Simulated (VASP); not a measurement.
## WS2: single point with PBEsol+D3(BJ)

The system is WS2, a slab with vacuum.

```xyz
3
Lattice="3.1239 0.0000 0.0000 -1.5620 2.7054 0.0000 0.0000 0.0000 16.9375" Properties=species:S:1:pos:R:3 pbc="T T T"
W     0.0000    1.8036    0.0342
S     1.4860    0.9018   15.2669
S     1.6380    0.9018    1.4746
```

This cell differs from its parent crystal: atoms displaced along a vibrational mode.

| Property | Result |
| --- | --- |
| Program | VASP 6.6.1 |
| Task | single point |
| Functional | PBEsol |
| Dispersion | D3(BJ) |
| Potentials or basis | VASP PAW PBE potentials, release 64 (W_sv, S) |
| Cutoff | 520 eV |
| k mesh | 12 × 12 × 2 |
| Occupations | gaussian, width 0.05 eV |
| Spin | no spin polarisation |

| Quantity | Value |
| --- | --- |
| Largest force | 4.551 eV/Å |
| Band gap on the k mesh | 1.73 eV (least direct gap 2.03 eV) |
| Dispersion energy per atom | -0.253 eV |

Forces in eV/Å, atoms in the order of the input:
```
W    0.515  0.109 -4.521
S    0.569 -0.031  1.835
S   -1.085 -0.078  2.686
```

Levels at points of the mesh, in eV from the valence-band top:
```csv
k point,band 10,band 11,band 12,band 13,band 14,band 15,band 16,band 17
"(0.00, 0.00, 0.00)",-2.46,-1.38,-1.38,0.00,2.49,2.75,3.39,3.74
"(0.50, 0.00, 0.00)",-3.56,-2.28,-1.10,-1.06,2.98,3.19,3.91,4.81
"(0.00, 0.50, 0.00)",-3.60,-2.33,-1.07,-0.96,2.98,3.24,4.00,4.75
"(0.50, 0.50, 0.00)",-3.68,-2.40,-1.05,-0.84,3.00,3.29,4.08,4.87
"(0.00, 0.00, 0.50)",-2.46,-1.38,-1.38,0.00,2.49,2.75,3.39,3.74
"(0.50, 0.00, 0.50)",-3.56,-2.28,-1.10,-1.06,2.98,3.19,3.91,4.81
"(0.00, 0.50, 0.50)",-3.60,-2.33,-1.07,-0.96,2.98,3.24,4.00,4.75
"(0.50, 0.50, 0.50)",-3.68,-2.40,-1.05,-0.84,3.00,3.29,4.08,4.87
```

Wall time 5.5 min on 1 thread of Intel(R) Xeon(R) 6975P-C (Granite Rapids) (shared host), peak memory 0.53 GiB.

Caveat: the cell differs from its parent crystal (atoms displaced along a vibrational mode); the PAW data sets were made with another functional, which shifts forces and pressure a little; spin-orbit coupling is left out, which moves the levels of the heavy elements.
